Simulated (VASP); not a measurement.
# Al12Cl in VASP: further runs

Al12Cl is run at these levels: PBE; tasks: single point.

All numbers are computed with VASP 6.6.1; they aren't measurements. Logs are shortened: lines on timing, memory, paths and dates and some standing lists are left out, and cuts for length are marked.

## (1) The cell of the first run

The cell holds a slab with vacuum, 13 atoms: a = 5.714 Å, b = 5.714 Å, c = 20.102 Å, α = 90.00°, β = 90.00°, γ = 120.00°.

## (2) Single point, PBE

INCAR

```
SYSTEM = Al12Cl
ALGO     = Normal         ! electronic algorithm
DIPOL    = 0.5 0.5 0.331
EDIFF    = 1E-6           ! SCF threshold, eV
ENCUT    = 520            ! plane-wave cutoff, eV
GGA      = PE             ! functional
IDIPOL   = 3            
ISIF     = 2              ! what is computed and relaxed
ISMEAR   = 0              ! smearing method
LASPH    = .TRUE.         ! aspherical terms in the spheres
LCHARG   = .TRUE.         ! write CHGCAR
LDIPOL   = .TRUE.       
LELF     = .TRUE.         ! ELF
LREAL    = .FALSE.        ! projectors in reciprocal space
LVACPOTAV= .TRUE.       
LVHAR    = .TRUE.       
LWAVE    = .FALSE.        ! write WAVECAR
NBANDS   = 34             ! bands
NELM     = 100            ! most SCF steps
PREC     = Accurate       ! precision mode
SIGMA    = 0.1            ! smearing width, eV
```

KPOINTS

```
k-points
0
G
  6 6 1
  0 0 0
```

POSCAR

```
Al12Cl
1.0
    5.7143028096      0.0000000000      0.0000000000
   -2.8571514048      4.9487313980      0.0000000000
    0.0000000000      0.0000000000     20.1016424764
Al Cl
12 1
Direct
    0.3333333333      0.1666666667      0.1989887147
    0.3333333333      0.6666666667      0.1989887147
    0.8333333333      0.1666666667      0.1989887147
    0.8333333333      0.6666666667      0.1989887147
    0.1666666667      0.3333333333      0.3134533099
    0.1666666667      0.8333333333      0.3134533099
    0.6666666667      0.3333333333      0.3134533099
    0.6666666667      0.8333333333      0.3134533099
    0.0000000000      0.0000000000      0.4279074452
    0.0000000000      0.5000000000      0.4279074452
    0.5000000000      0.0000000000      0.4279074452
    0.5000000000      0.5000000000      0.4279074452
    0.0000000000      0.0000000000      0.5393411254
```

Potentials or basis: VASP PAW PBE potentials, release 64 (Al, Cl).

Started as:

```console
$ cat potpaw_PBE.64/Al/POTCAR potpaw_PBE.64/Cl/POTCAR > POTCAR
$ mpirun -np 1 vasp_std > vasp.out
```

OUTCAR:

```text
SYSTEM = Al12Cl
   EDIFF = 1E-6
   ENCUT = 520
   GGA = PE
   ISIF = 2
   ISMEAR = 0
   LASPH = .TRUE.
   LREAL = .FALSE.
   NELM = 100
   PREC = Accurate

 ion  position               nearest neighbor table
   1  0.333  0.167  0.199-   5 2.83   6 2.83   7 2.83   4 2.86   2 2.86   2 2.86   4 2.86   3 2.86
                             3 2.86
   2  0.333  0.667  0.199-   6 2.83   5 2.83   8 2.83   3 2.86   1 2.86   1 2.86   3 2.86   4 2.86
                             4 2.86
   3  0.833  0.167  0.199-   7 2.83   8 2.83   5 2.83   4 2.86   2 2.86   4 2.86   2 2.86   1 2.86
                             1 2.86
   4  0.833  0.667  0.199-   8 2.83   7 2.83   6 2.83   3 2.86   1 2.86   3 2.86   1 2.86   2 2.86
                             2 2.86
   5  0.167  0.333  0.313-   9 2.83  12 2.83  10 2.83   1 2.83   2 2.83   3 2.83   8 2.86   6 2.86
                             6 2.86   8 2.86   7 2.86   7 2.86
   6  0.167  0.833  0.313-  10 2.83  11 2.83   9 2.83   2 2.83   1 2.83   4 2.83   7 2.86   5 2.86
                             5 2.86   7 2.86   8 2.86   8 2.86
   7  0.667  0.333  0.313-  11 2.83  10 2.83  12 2.83   3 2.83   4 2.83   1 2.83   8 2.86   6 2.86
                             8 2.86   6 2.86   5 2.86   5 2.86
   8  0.667  0.833  0.313-  12 2.83   9 2.83  11 2.83   4 2.83   3 2.83   2 2.83   7 2.86   5 2.86
                             7 2.86   5 2.86   6 2.86   6 2.86
   9  0.000  0.000  0.428-  13 2.24   5 2.83   8 2.83   6 2.83  12 2.86  10 2.86  10 2.86  12 2.86
                            11 2.86  11 2.86
  10  0.000  0.500  0.428-   6 2.83   7 2.83   5 2.83   9 2.86  11 2.86   9 2.86  11 2.86  12 2.86
                            12 2.86
  11  0.500  0.000  0.428-   7 2.83   6 2.83   8 2.83  10 2.86  12 2.86  12 2.86  10 2.86   9 2.86
                             9 2.86
  12  0.500  0.500  0.428-   8 2.83   5 2.83   7 2.83   9 2.86  11 2.86  11 2.86   9 2.86  10 2.86
                            10 2.86
  13  0.000  0.000  0.539-   9 2.24

  LATTYP: Found a hexagonal cell.
 ALAT       =     5.7143028096
 C/A-ratio  =     3.5177769093

  Lattice vectors:

 A1 = (   5.7143028096,   0.0000000000,   0.0000000000)
 A2 = (  -2.8571514048,   4.9487313980,   0.0000000000)
 A3 = (   0.0000000000,   0.0000000000,  20.1016424764)

Analysis of symmetry for initial positions (statically):
=====================================================================
 Subroutine PRICEL returns:
 Original cell was already a primitive cell.

 Routine SETGRP: Setting up the symmetry group for a
 hexagonal supercell.

 Subroutine GETGRP returns: Found  6 space group operations
 (whereof  6 operations were pure point group operations)
 out of a pool of 24 trial point group operations.

The static configuration has the point symmetry C_3v.

Analysis of symmetry for dynamics (positions and initial velocities):
=====================================================================
 Subroutine PRICEL returns:
[... 139 lines left out ...]
   LHFCALC =     F    Hartree Fock is set to
   AEXX    =    0.0000 exact exchange contribution
   IVDW    =     0    specifies the selected vdW correction
   LEPSILON=     F    determine dielectric tensor
   LRPA    =     F    only Hartree local field effects (RPA)
 non-spin polarized calculation
 Gauss-broadening in eV      SIGMA  =   0.10
  energy-cutoff  :      520.00
  volume of cell :      568.45
 maximum number of plane-waves:     15351
   NGX = 21   NGY = 21   NGZ = 75

 dipolmoment           0.000000      0.000000     -0.143067 electrons x Angstroem

 number of electron      43.0000001 magnetization

 dipolmoment           0.000000      0.000000      0.218065 electrons x Angstroem

 Free energy of the ion-electron system (eV)
  ---------------------------------------------------
  ext. energy  EPLUGINS =         0.00000000
  ---------------------------------------------------
  free energy    TOTEN  =       -45.71036392 eV

  energy without entropy =      -45.66915447  energy(sigma->0) =      -45.68975920

 E-fermi :   0.1653     XC(G=0):  -4.7935

 val. band max:        0.1556668343   @ k =   0.3333   0.1667   0.0000
 cond. band min:       0.2403125067   @ k =   0.1667   0.1667   0.0000
 fundamental gap:      0.0846456724
 Fermi energy:         0.1653122787

 k-point     1 :       0.0000    0.0000    0.0000
  band No.  band energies     occupation
      1     -15.0277      2.00000
      2     -10.4645      2.00000
      3      -8.7483      2.00000
      4      -6.1314      2.00000
      5      -4.7751      2.00000
      6      -4.6387      2.00000
[... 241 lines left out ...]
     32       3.5064      0.00000
     33       3.5499      0.00000
 [bands above 33 left out]

------------------------ aborting loop because EDIFF is reached ----------------------------------------

  FORCE on cell =-STRESS in cart. coord.  units (eV):
  Direction    XX          YY          ZZ          XY          YZ          ZX
  --------------------------------------------------------------------------------------
  -------------------------------------------------------------------------------------
  Total       -2.4548732     -2.4548732      0.5217400      0.0000000      0.0000000     -0.0000000
  in kB       -6.9191217     -6.9191217      1.4705372      0.0000000      0.0000000     -0.0000000
  external PRESSURE =      -4.1225687 kB  Pullay stress =       0.0000000 kB

 VOLUME and BASIS-vectors are now :
 -----------------------------------------------------------------------------
  energy-cutoff  :      520.00
  volume of cell :      568.45
      direct lattice vectors                 reciprocal lattice vectors
     5.714302810  0.000000000  0.000000000     0.174999476  0.101035995  0.000000000
    -2.857151405  4.948731398  0.000000000     0.000000000  0.202071990  0.000000000
     0.000000000  0.000000000 20.101642476     0.000000000  0.000000000  0.049747179

 POSITION                                       TOTAL-FORCE (eV/Angst)
 -----------------------------------------------------------------------------------
      1.42858      0.82479      4.00000         0.043962      0.025382     -0.050725
     -0.00000      3.29915      4.00000        -0.000000      0.000000     -0.030563
      4.28573      0.82479      4.00000        -0.043962      0.025382     -0.050725
      2.85715      3.29915      4.00000        -0.000000     -0.050763     -0.050725
      0.00000      1.64958      6.30093        -0.000000      0.102201      0.069486
     -1.42858      4.12394      6.30093         0.088509     -0.051101      0.069486
      2.85715      1.64958      6.30093        -0.000000      0.000000     -0.093752
      1.42858      4.12394      6.30093        -0.088509     -0.051101      0.069486
      0.00000      0.00000      8.60164        -0.000000      0.000000      0.722665
     -1.42858      2.47437      8.60164        -0.040436     -0.023346     -0.210929
      2.85715      0.00000      8.60164        -0.000000      0.046691     -0.210929
      1.42858      2.47437      8.60164         0.040436     -0.023346     -0.210929
      0.00000      0.00000     10.84164        -0.000000      0.000000     -0.021845
 -----------------------------------------------------------------------------------
    total drift:                                0.000000     -0.000000      0.000410

  FREE ENERGIE OF THE ION-ELECTRON SYSTEM (eV)
  ---------------------------------------------------
  free  energy   TOTEN  =       -45.7103639206 eV

  energy  without entropy=      -45.6691544703  energy(sigma->0) =      -45.68975920

 vacuum level on the upper side and lower side of the slab         5.500         4.106
```

Run time: 8.8 min. Hardware: 1 thread of Intel Xeon 8259CL, shared host; peak memory 0.61 GiB.

Results:

```
Free energy            : -45.7104 eV
Largest force          : 0.723 eV/Å
Band gap on the k mesh : zero (an odd number of electrons rules out a gap without spin polarisation)
```

Forces in eV/Å, atoms in the order of the input:
```
Al   0.044  0.025 -0.051
Al   0.000  0.000 -0.031
Al  -0.044  0.025 -0.051
Al   0.000 -0.051 -0.051
Al   0.000  0.102  0.069
Al   0.089 -0.051  0.069
Al   0.000  0.000 -0.094
Al  -0.089 -0.051  0.069
Al   0.000  0.000  0.723
Al  -0.040 -0.023 -0.211
Al   0.000  0.047 -0.211
Al   0.040 -0.023 -0.211
Cl   0.000  0.000 -0.022
```

Levels at points of the mesh, in eV from the Fermi level:
| k point | band 20 | band 21 | band 22 | band 23 | band 24 | band 25 |
| --- | --- | --- | --- | --- | --- | --- |
| (0.00, 0.00, 0.00) | -2.26 | -0.41 | -0.41 | -0.29 | -0.04 | -0.04 |
| (0.50, 0.00, 0.00) | -0.54 | -0.27 | -0.19 | 0.88 | 0.95 | 1.39 |

## (3) Single point, PBE

INCAR

```
SYSTEM = Al12Cl
ALGO = Normal
DIPOL = 0.5 0.5 0.330
EDIFF = 1E-7
ENCUT = 520
GGA = PE
IDIPOL = 3
ISIF = 2
ISMEAR = 0
LASPH = .True.
LCHARG = .False.
LDIPOL = .True.
LREAL = .False.
LWAVE = .False.
NBANDS = 34
NELM = 80
PREC = Accurate
SIGMA = 0.1
```

KPOINTS

```
k-points
0
Gamma
  6 6 1
  0 0 0
```

POSCAR: that of step 2 with these lines changed.

```diff
@@ -20,2 +20,2 @@
     0.5000000000      0.5000000000      0.4279074452
-    0.0000000000      0.0000000000      0.5393411254
+    0.1666666667      0.3333333333      0.5322602169
```

Potentials or basis: VASP PAW PBE potentials, release 64 (Al, Cl).

Started as:

```console
$ cat potpaw_PBE.64/Al/POTCAR potpaw_PBE.64/Cl/POTCAR > POTCAR
$ mpirun -np 1 vasp_std > vasp.out
```

It took 11 min on 1 thread of Intel Xeon 8259CL, shared host; peak memory 0.61 GiB.

Results (log left out):

```yaml
Free_energy: -45.5536 eV
Largest_force: 0.284 eV/Å
Band_gap_on_the_k_mesh: zero (an odd number of electrons rules out a gap without spin polarisation)
```

Forces in eV/Å, atoms in the order of the input:
```
Al   0.118 -0.068 -0.040
Al   0.000  0.136 -0.040
Al  -0.118 -0.068 -0.040
Al   0.000  0.000 -0.110
Al   0.000  0.000  0.281
Al  -0.022 -0.013 -0.090
Al   0.000  0.025 -0.090
Al   0.022 -0.013 -0.090
Al   0.000 -0.183  0.168
Al  -0.159  0.092  0.168
Al   0.000  0.000 -0.284
Al   0.159  0.092  0.168
Cl   0.000  0.000 -0.002
```

Levels at points of the mesh, in eV from the Fermi level:
```tsv
k point	band 20	band 21	band 22	band 23	band 24	band 25
(0.00, 0.00, 0.00)	-2.24	-0.44	-0.26	-0.26	-0.09	-0.09
(0.50, 0.00, 0.00)	-0.52	-0.30	-0.21	0.85	0.93	1.42
```

## (4) Single point, PBE

INCAR

```
ALGO = Normal
DIPOL = 0.5 0.5 0.330
EDIFF = 1E-6
ENCUT = 520
GGA = PE
IDIPOL = 3
ISIF = 2
ISMEAR = 0
LASPH = True
LCHARG = False
LDIPOL = True
LREAL = False
LWAVE = False
NBANDS = 34
NELM = 60
PREC = Accurate
SIGMA = 0.1
```

KPOINTS

```
k-points
0
Gamma
  6 6 1
```

POSCAR: that of step 3 with these lines changed.

```diff
@@ -20,2 +20,2 @@
     0.5000000000      0.5000000000      0.4279074452
-    0.1666666667      0.3333333333      0.5322602169
+    0.3333333333      0.1666666667      0.5301704300
```

Started as:

```console
$ cat potpaw_PBE.64/Al/POTCAR potpaw_PBE.64/Cl/POTCAR > POTCAR
$ mpirun -np 1 vasp_std > vasp.out
```

Wall time 11 min (1 thread of Intel Xeon 8259CL, shared host); peak memory 0.62 GiB.

The run converged. Its results:

```
Free energy            : -45.6247 eV
Largest force          : 0.406 eV/Å
Band gap on the k mesh : zero (an odd number of electrons rules out a gap without spin polarisation)
```

Forces on the atoms (eV/Å):
```
Al   0.000  0.000  0.062
Al  -0.032 -0.019 -0.082
Al   0.000  0.037 -0.082
Al   0.032 -0.019 -0.082
Al  -0.032  0.018  0.113
Al   0.000 -0.036  0.113
Al   0.032  0.018  0.113
Al   0.000  0.000 -0.163
Al  -0.345 -0.199  0.076
Al   0.000  0.000 -0.230
Al   0.345 -0.199  0.076
Al   0.000  0.399  0.076
Cl   0.000  0.000  0.009
```

Levels at points of the mesh, in eV from the Fermi level:
```tsv
k point	band 20	band 21	band 22	band 23	band 24	band 25
(0.00, 0.00, 0.00)	-2.05	-0.43	-0.43	-0.26	0.00	0.08
(0.50, 0.00, 0.00)	-0.49	-0.30	-0.08	0.83	0.94	1.33
```

## (5) Summary

| cell | gap on the mesh (eV) | largest force (eV/Å) |
| --- | --- | --- |
| as given, atomic positions A | none | 0.72 |
| as given, atomic positions B | none | 0.28 |
| as given, atomic positions C | none | 0.41 |

Alike in all rows: task single point; level PBE; potentials or basis VASP PAW PBE potentials, release 64 (Al, Cl); no spin polarisation; k mesh 6 × 6 × 1; cutoff (eV) 520; smearing gaussian 0.1 eV.

Absolute energies hang on the potentials; compare differences alone.

The gap in the log of VASP goes by the Fermi energy; the results here count the filled bands.